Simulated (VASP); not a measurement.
# AlNi3 (Fm-3m) in VASP: notebook

AlNi3 is run at these levels: PBEsol; tasks: single point.

Everything below comes from runs of VASP 6.6.1. Logs are shortened: lines on timing, memory, paths and dates and some standing lists are left out, and cuts for length are marked.

## 1. The cell of the first run

The structure is cubic, space group Fm-3m (No. 225). The conventional cell has a = 5.604 Å, b = 5.604 Å, c = 5.604 Å, α = 90.00°, β = 90.00°, γ = 90.00°. Ni (site symmetry -43m) has 4 Al at 2.43 Å and 10 Ni at 2.43 to 2.80 Å within 3.2 Å. Within 3.2 Å of Ni (site symmetry m-3m) lie 8 Ni at 2.43 Å and 6 Al at 2.80 Å. Al (site symmetry m-3m) has 14 Ni at 2.43 to 2.80 Å within 3.2 Å.

## 2. Single point, PBEsol, collinear spin, zero start

INCAR

```
SYSTEM = AlNi3
PREC = Accurate
ENCUT = 520
EDIFF = 1E-6
ISMEAR = -1
SIGMA = 0.05
LREAL = .False.
LASPH = .True.
NELM = 150
ALGO = Normal
ISIF = 2
LWAVE = .False.
LCHARG = .True.
ISPIN = 2
MAGMOM = 0 0 0 0
LORBIT = 11
NUPDOWN = 0.0
LMAXMIX = 4
GGA = PS
LELF = .True.
LVHAR = .True.
NBANDS = 28
```

KPOINTS

```
regular mesh
0
Gamma
  7 7 7
  0 0 0
```

POSCAR

```
AlNi3
1.0
    0.0000000000      2.8018887551      2.8018887551
    2.8018887551      0.0000000000      2.8018887551
    2.8018887551      2.8018887551      0.0000000000
Ni Al
3 1
Direct
    0.7500000000      0.7500000000      0.7500000000
    0.0000000000      0.0000000000      0.0000000000
    0.2500000000      0.2500000000      0.2500000000
    0.5000000000      0.5000000000      0.5000000000
```

Potentials or basis: VASP PAW PBE potentials, release 64 (Ni, Al).

Started as:

```bash
$ cat potpaw_PBE.64/Ni/POTCAR potpaw_PBE.64/Al/POTCAR > POTCAR
$ mpirun -np 1 vasp_std > vasp.out
```

OUTCAR:

```text
SYSTEM = AlNi3
   PREC = Accurate
   ENCUT = 520
   EDIFF = 1E-6
   ISMEAR = -1
   LREAL = .False.
   LASPH = .True.
   NELM = 150
   ISIF = 2
   ISPIN = 2
   LORBIT = 11
   NUPDOWN = 0.0
   GGA = PS

 ion  position               nearest neighbor table
   1  0.750  0.750  0.750-   4 2.43   2 2.43   4 2.43   2 2.43   4 2.43   4 2.43   2 2.43   2 2.43
                             3 2.80   3 2.80   3 2.80   3 2.80   3 2.80   3 2.80
   2  0.000  0.000  0.000-   1 2.43   3 2.43   1 2.43   1 2.43   3 2.43   1 2.43   3 2.43   3 2.43
                             4 2.80   4 2.80   4 2.80   4 2.80   4 2.80   4 2.80
   3  0.250  0.250  0.250-   2 2.43   4 2.43   2 2.43   2 2.43   4 2.43   2 2.43   4 2.43   4 2.43
                             1 2.80   1 2.80   1 2.80   1 2.80   1 2.80   1 2.80
   4  0.500  0.500  0.500-   3 2.43   1 2.43   3 2.43   1 2.43   3 2.43   3 2.43   1 2.43   1 2.43
                             2 2.80   2 2.80   2 2.80   2 2.80   2 2.80   2 2.80

  LATTYP: Found a face centered cubic cell.
 ALAT       =     5.6037775102

  Lattice vectors:

 A1 = (   0.0000000000,   2.8018887551,   2.8018887551)
 A2 = (   2.8018887551,   0.0000000000,   2.8018887551)
 A3 = (   2.8018887551,   2.8018887551,   0.0000000000)

Analysis of symmetry for initial positions (statically):
=====================================================================
 Subroutine PRICEL returns:
 Original cell was already a primitive cell.

 Routine SETGRP: Setting up the symmetry group for a
 face centered cubic supercell.

 Subroutine GETGRP returns: Found 48 space group operations
 (whereof 48 operations were pure point group operations)
 out of a pool of 48 trial point group operations.

The static configuration has the point symmetry O_h .

Analysis of symmetry for dynamics (positions and initial velocities):
=====================================================================
 Subroutine PRICEL returns:
 Original cell was already a primitive cell.

 Routine SETGRP: Setting up the symmetry group for a
 face centered cubic supercell.

 Subroutine GETGRP returns: Found 48 space group operations
 (whereof 48 operations were pure point group operations)
 out of a pool of 48 trial point group operations.

The dynamic configuration has the point symmetry O_h .

Analysis of structural, dynamic, and magnetic symmetry:
=====================================================================
 Subroutine PRICEL returns:
 Original cell was already a primitive cell.

 Routine SETGRP: Setting up the symmetry group for a
 face centered cubic supercell.

 Subroutine GETGRP returns: Found 48 space group operations
 (whereof 48 operations were pure point group operations)
 out of a pool of 48 trial point group operations.

The overall configuration has the point symmetry O_h .

 Subroutine INISYM returns: Found 48 space group operations
 (whereof 48 operations are pure point group operations),
 and found     1 'primitive' translations

----------------------------------------------------------------------------------------

                                     Primitive cell

  volume of cell :      43.9929

  direct lattice vectors                    reciprocal lattice vectors
     0.000000000  2.801888755  2.801888755    -0.178451053  0.178451053  0.178451053
     2.801888755  0.000000000  2.801888755     0.178451053 -0.178451053  0.178451053
     2.801888755  2.801888755  0.000000000     0.178451053  0.178451053 -0.178451053

  length of vectors
     3.962469078  3.962469078  3.962469078     0.309086291  0.309086291  0.309086291

  position of ions in fractional coordinates (direct lattice)
     0.750000000  0.750000000  0.750000000
     0.000000000  0.000000000  0.000000000
     0.250000000  0.250000000  0.250000000
     0.500000000  0.500000000  0.500000000

  ion indices of the primitive-cell ions
   primitive index   ion index
                 1           1
                 2           2
                 3           3
                 4           4

----------------------------------------------------------------------------------------

 KPOINTS: regular mesh

[... 22 lines left out ...]
 Following reciprocal coordinates:
            Coordinates               Weight
  0.000000  0.000000  0.000000      1.000000
  0.142857  0.000000  0.000000      8.000000
  0.285714  0.000000  0.000000      8.000000
  0.428571  0.000000  0.000000      8.000000
  0.142857  0.142857  0.000000      6.000000
  0.285714  0.142857  0.000000     24.000000
[... 12 lines left out ...]
 -0.428571  0.428571  0.142857     24.000000
 -0.285714  0.428571  0.142857     24.000000
   k-points           NKPTS =     20   k-points in BZ     NKDIM =     20   number of bands    NBANDS=     28
   number of dos      NEDOS =    301   number of ions     NIONS =      4
   total plane-waves  NPLWV =  27000
   dimension x,y,z NGX =    30 NGY =   30 NGZ =   30
   dimension x,y,z NGXF=    60 NGYF=   60 NGZF=   60
   ions per type =               3   1
   NGX,Y,Z   is equivalent  to a cutoff of  12.59, 12.59, 12.59 a.u.
   NGXF,Y,Z  is equivalent  to a cutoff of  25.17, 25.17, 25.17 a.u.
 SYSTEM =  AlNi3
   PREC   = accura    normal or accurate (medium, high low for compatibility)
   ISTART =      0    job   : 0-new  1-cont  2-samecut
   ICHARG =      2    charge: 1-file 2-atom 10-const
   ISPIN  =      2    spin polarized calculation?
   LNONCOLLINEAR =      F non collinear calculations
   LSORBIT =      F    spin-orbit coupling
   LASPH  =      T    aspherical Exc in radial PAW
   ENCUT  =  520.0 eV  38.22 Ry    6.18 a.u.   7.37  7.37  7.37*2*pi/ulx,y,z
   NELM   =    150;   NELMIN=  2; NELMDL= -5     # of ELM steps
   EDIFF  = 0.1E-05   stopping-criterion for ELM
   LREAL  =      F    real-space projection
   EDIFFG = 0.1E-04   stopping-criterion for IOM
   NSW    =      0    number of steps for IOM
   IBRION =     -1    ionic relax: 0-MD 1-quasi-New 2-CG
   NFREE  =      0    steps in history (QN), initial steepest desc. (CG)
   ISIF   =      2    stress and relaxation
   ISYM   =      2    0-nonsym 1-usesym 2-fastsym
   POTIM  = 0.5000    time-step for ionic-motion
   TEBEG  =    0.0;   TEEND  =   0.0 temperature during run
   PSTRESS=    0.0 pullay stress
   NELECT =      33.0000    total number of electrons
   NUPDOWN=       0.0000    fix difference up-down
   EMIN   =  10.00;   EMAX   =-10.00  energy-range for DOS
   EFERMI =   0.00;   METHOD = LEGACY
   ISMEAR =    -1;   SIGMA  =   0.05  broadening in eV -4-tet -1-fermi 0-gaus
   EFERMI_NEDOS =   21; number of points for ismear=-14 and -15
   IALGO  =     38    algorithm
   IMIX   =      4    mixing-type and parameters
     AMIX     =   0.40;   BMIX     =  1.00
     AMIX_MAG =   1.60;   BMIX_MAG =  1.00
  volume/ion in A,a.u.               =      11.00        74.22
  Fermi-wavevector in a.u.,A,eV,Ry     =   1.487483  2.810935 30.104316  2.212605
  Thomas-Fermi vector in A             =   2.600638
   LORBIT       =     11    0 simple, 1 ext, 2 COOP (PROOUT), +10 PAW based schemes
   GGA     = PS    functional components
   LHFCALC =     F    Hartree Fock is set to
   AEXX    =    0.0000 exact exchange contribution
   IVDW    =     0    specifies the selected vdW correction
   LEPSILON=     F    determine dielectric tensor
   LRPA    =     F    only Hartree local field effects (RPA)
 spin polarized calculation
  energy-cutoff  :      520.00
  volume of cell :       43.99
 maximum number of plane-waves:      1243
 NGX is ok and might be reduce to    30
   NGX = 15   NGY = 15   NGZ = 15

 number of electron      33.0000016 magnetization       0.0000000

 number of electron      33.0000016 magnetization      -0.0000000

 Free energy of the ion-electron system (eV)
  ---------------------------------------------------
  ext. energy  EPLUGINS =         0.00000000
  ---------------------------------------------------
  free energy    TOTEN  =       -24.07372179 eV

  energy without entropy =      -24.04984586  energy(sigma->0) =      -24.06178383

 E-fermi :   9.7891     XC(G=0): -12.9637

 val. band max:        9.7689064531   @ k =   0.4286   0.0000   0.0000
 cond. band min:       9.7923232572   @ k =  -0.4286   0.4286   0.0000
 fundamental gap:      0.0234168041
 Fermi energy:         9.7890839785

 spin component 1

 k-point     1 :       0.0000    0.0000    0.0000
  band No.  band energies     occupation
      1      -0.4035      1.00000
      2       6.1895      1.00000
      3       6.1895      1.00000
      4       6.3159      1.00000
      5       6.3159      1.00000
      6       6.3159      1.00000
[... 609 lines left out ...]
     27      25.6812      0.00000
     28      26.5420      0.00000
 Fermi energy:         9.7890818664

 spin component 2

 k-point     1 :       0.0000    0.0000    0.0000
  band No.  band energies     occupation
      1      -0.4035      1.00000
      2       6.1895      1.00000
      3       6.1895      1.00000
      4       6.3159      1.00000
      5       6.3159      1.00000
      6       6.3159      1.00000
[... 609 lines left out ...]
     27      25.6812      0.00000
     28      26.5748      0.00000

------------------------ aborting loop because EDIFF is reached ----------------------------------------

  FORCE on cell =-STRESS in cart. coord.  units (eV):
  Direction    XX          YY          ZZ          XY          YZ          ZX
  --------------------------------------------------------------------------------------
  -------------------------------------------------------------------------------------
  Total       -0.1480961     -0.1480961     -0.1480961      0.0000000     -0.0000000      0.0000000
  in kB       -5.3935117     -5.3935117     -5.3935117      0.0000000     -0.0000000      0.0000000
  external PRESSURE =      -5.3935117 kB  Pullay stress =       0.0000000 kB

 VOLUME and BASIS-vectors are now :
 -----------------------------------------------------------------------------
  energy-cutoff  :      520.00
  volume of cell :       43.99
      direct lattice vectors                 reciprocal lattice vectors
     0.000000000  2.801888755  2.801888755    -0.178451053  0.178451053  0.178451053
     2.801888755  0.000000000  2.801888755     0.178451053 -0.178451053  0.178451053
     2.801888755  2.801888755  0.000000000     0.178451053  0.178451053 -0.178451053

 POSITION                                       TOTAL-FORCE (eV/Angst)
 -----------------------------------------------------------------------------------
      4.20283      4.20283      4.20283        -0.000000     -0.000000     -0.000000
      0.00000      0.00000      0.00000        -0.000000      0.000000      0.000000
      1.40094      1.40094      1.40094         0.000000      0.000000      0.000000
      2.80189      2.80189      2.80189        -0.000000      0.000000      0.000000
 -----------------------------------------------------------------------------------
    total drift:                                0.000000     -0.000000      0.000000

  FREE ENERGIE OF THE ION-ELECTRON SYSTEM (eV)
  ---------------------------------------------------
  free  energy   TOTEN  =       -24.0737217928 eV

  energy  without entropy=      -24.0498458615  energy(sigma->0) =      -24.06178383

 total charge

# of ion       s       p       d       tot
------------------------------------------
    1        0.487   0.534   8.443   9.465
    2        0.493   0.514   8.404   9.411
    3        0.487   0.534   8.443   9.465
    4        0.404   0.416   0.000   0.819
--------------------------------------------------
tot          1.872   1.998  25.290  29.160

 magnetization (x)

# of ion       s       p       d       tot
------------------------------------------
    1        0.000   0.000   0.000   0.000
    2        0.000   0.000  -0.000  -0.000
    3        0.000   0.000   0.000   0.000
    4       -0.000   0.000   0.000  -0.000
--------------------------------------------------
tot          0.000   0.000  -0.000   0.000
```

It took 29 s on 1 thread of Intel Xeon 6975P-C (Granite Rapids), shared host; peak memory 0.2 GiB.

What came out:

```
Free energy                                           : -24.0737 eV
Pressure                                              : -0.5 GPa
Net moment                                            : 0.00 μB per cell
Valence electrons inside the program's atomic spheres : Ni 9.46, 9.41; Al 0.82
```

Caveat: the PAW data sets were made with another functional, which shifts forces and pressure a little; the total moment is fixed, so each spin has its own Fermi level.

## 3. Single point, PBEsol, collinear spin, ferromagnetic start

INCAR

```
ALGO = Normal
EDIFF = 1E-6
ENCUT = 520
GGA = PS
ISIF = 2
ISMEAR = -1
ISPIN = 2
LASPH = True
LCHARG = False
LMAXMIX = 4
LORBIT = 11
LREAL = False
LWAVE = False
MAGMOM = 0.266667 0.266667 0.266667 0
NBANDS = 28
NELM = 150
NUPDOWN = 0.8
PREC = Accurate
SIGMA = 0.05
```

KPOINTS

```
k-points
0
Gamma
  7 7 7
```

POSCAR is that of step 2.

Potentials or basis: VASP PAW PBE potentials, release 64 (Ni, Al).

Started as:

```bash
$ cat potpaw_PBE.64/Ni/POTCAR potpaw_PBE.64/Al/POTCAR > POTCAR
$ mpirun -np 1 vasp_std > vasp.out
```

It took 30 s on 1 thread of Intel Xeon 6975P-C (Granite Rapids), shared host; peak memory 0.2 GiB.

It converged, with:

```yaml
Free_energy: -24.0188 eV
Pressure: 0.0 GPa
Net_moment: 0.80 μB per cell
Site_moments: Ni +0.22, +0.34; Al +0.01 μB
Valence_electrons_inside_the_program's_atomic_spheres: Ni 9.46, 9.40; Al 0.82
```

Caveat: the PAW data sets were made with another functional, which shifts forces and pressure a little; the total moment is fixed, so each spin has its own Fermi level.

## 4. Single point, PBEsol, collinear spin, ferromagnetic start

Changes to INCAR since step 3:

```diff
@@ -13,6 +13,6 @@
 LWAVE = False
-MAGMOM = 0.266667 0.266667 0.266667 0
+MAGMOM = 0.5 0.5 0.5 0
 NBANDS = 28
 NELM = 150
-NUPDOWN = 0.8
+NUPDOWN = 1.5
 PREC = Accurate
```

KPOINTS is that of step 3.

POSCAR is that of step 3.

Started as:

```bash
$ cat potpaw_PBE.64/Ni/POTCAR potpaw_PBE.64/Al/POTCAR > POTCAR
$ mpirun -np 1 vasp_std > vasp.out
```

Wall time 29 s (1 thread of Intel Xeon 6975P-C (Granite Rapids), shared host); peak memory 0.2 GiB.

Results (log left out):

```
Free energy                                           : -23.8582 eV
Pressure                                              : 1.4 GPa
Net moment                                            : 1.50 μB per cell
Site moments                                          : Ni +0.44, +0.57; Al +0.01 μB
Valence electrons inside the program's atomic spheres : Ni 9.46, 9.39; Al 0.82
```

Caveat: the PAW data sets were made with another functional, which shifts forces and pressure a little; the total moment is fixed, so each spin has its own Fermi level.

## 5. Single point, PBEsol, collinear spin, ferromagnetic start

INCAR

```
SYSTEM = AlNi3
PREC = Accurate ; ENCUT = 520
EDIFF = 1E-7 ; ISMEAR = -1
SIGMA = 0.05 ; LREAL = .FALSE.
LASPH = .TRUE. ; NELM = 150
ALGO = Normal ; ISIF = 2
LWAVE = .FALSE. ; LCHARG = .FALSE.
ISPIN = 2 ; MAGMOM = 0.733333 0.733333 0.733333 0
LORBIT = 11 ; NUPDOWN = 2.2
LMAXMIX = 4 ; GGA = PS
NBANDS = 28
```

KPOINTS

```
Automatic mesh
0
G
  7 7 7
  0 0 0
```

POSCAR is that of step 4.

Started as:

```bash
$ cat potpaw_PBE.64/Ni/POTCAR potpaw_PBE.64/Al/POTCAR > POTCAR
$ mpirun -np 1 vasp_std > vasp.out
```

Run time: 36 s. Hardware: 1 thread of Intel Xeon 6975P-C (Granite Rapids), shared host; peak memory 0.2 GiB.

The run converged. Its results:

```yaml
Free_energy: -23.5401 eV
Pressure: 3.4 GPa
Net_moment: 2.20 μB per cell
Site_moments: Ni +0.65, +0.79; Al +0.03 μB
Valence_electrons_inside_the_program's_atomic_spheres: Ni 9.45, 9.38; Al 0.83
```

Caveat: the PAW data sets were made with another functional, which shifts forces and pressure a little; the total moment is fixed, so each spin has its own Fermi level.

## 6. Single point, PBEsol, collinear spin, ferromagnetic start

INCAR

```
SYSTEM = AlNi3
PREC     = Accurate       ! precision mode
ENCUT    = 520            ! plane-wave cutoff, eV
EDIFF    = 1E-6           ! SCF threshold, eV
ISMEAR   = -1             ! smearing method
SIGMA    = 0.05           ! smearing width, eV
LREAL    = .False.        ! projectors in reciprocal space
LASPH    = .True.         ! aspherical terms in the spheres
NELM     = 150            ! most SCF steps
ALGO     = Normal         ! electronic algorithm
ISIF     = 2              ! what is computed and relaxed
LWAVE    = .False.        ! write WAVECAR
LCHARG   = .False.        ! write CHGCAR
ISPIN    = 2              ! spin polarisation
MAGMOM   = 1 1 1 0        ! initial moments
LORBIT   = 11             ! projections on sites
NUPDOWN  = 3.0            ! fixed moment
LMAXMIX  = 4              ! l up to which the mixer works
GGA      = PS             ! functional
NBANDS   = 28             ! bands
```

KPOINTS

```
Automatic mesh
0
Gamma
  7 7 7
  0 0 0
```

POSCAR is that of step 5.

Potentials or basis: VASP PAW PBE potentials, release 64 (Ni, Al).

Started as:

```bash
$ cat potpaw_PBE.64/Ni/POTCAR potpaw_PBE.64/Al/POTCAR > POTCAR
$ mpirun -np 1 vasp_std > vasp.out
```

It took 30 s on 1 thread of Intel Xeon 6975P-C (Granite Rapids), shared host; peak memory 0.2 GiB.

It converged, with:

```yaml
Free_energy: -23.0273 eV
Pressure: 6.1 GPa
Net_moment: 3.00 μB per cell
Site_moments: Ni +0.88, +1.01; Al +0.05 μB
Valence_electrons_inside_the_program's_atomic_spheres: Ni 9.44, 9.37; Al 0.84
```

Caveat: the PAW data sets were made with another functional, which shifts forces and pressure a little; the total moment is fixed, so each spin has its own Fermi level.

## 7. The runs side by side

```tsv
spin	fixed moment (μB)	pressure (GPa)	moment (μB)
collinear, zero start	0.0	-0.5	0.00
collinear, ferromagnetic start	0.8	0.0	0.80
collinear, ferromagnetic start	1.5	1.4	1.50
collinear, ferromagnetic start	2.2	3.4	2.20
collinear, ferromagnetic start	3.0	6.1	3.00
```

Alike in all rows: task single point; level PBEsol; potentials or basis VASP PAW PBE potentials, release 64 (Ni, Al); cell as given; k mesh 7 × 7 × 7; cutoff (eV) 520; smearing fermi-dirac 0.05 eV.

Caveats: the PAW data sets were made with another functional, which shifts forces and pressure a little; the total moment is fixed, so each spin has its own Fermi level.

Total energies depend on the potentials used, so only differences within one code and one set of settings carry meaning.
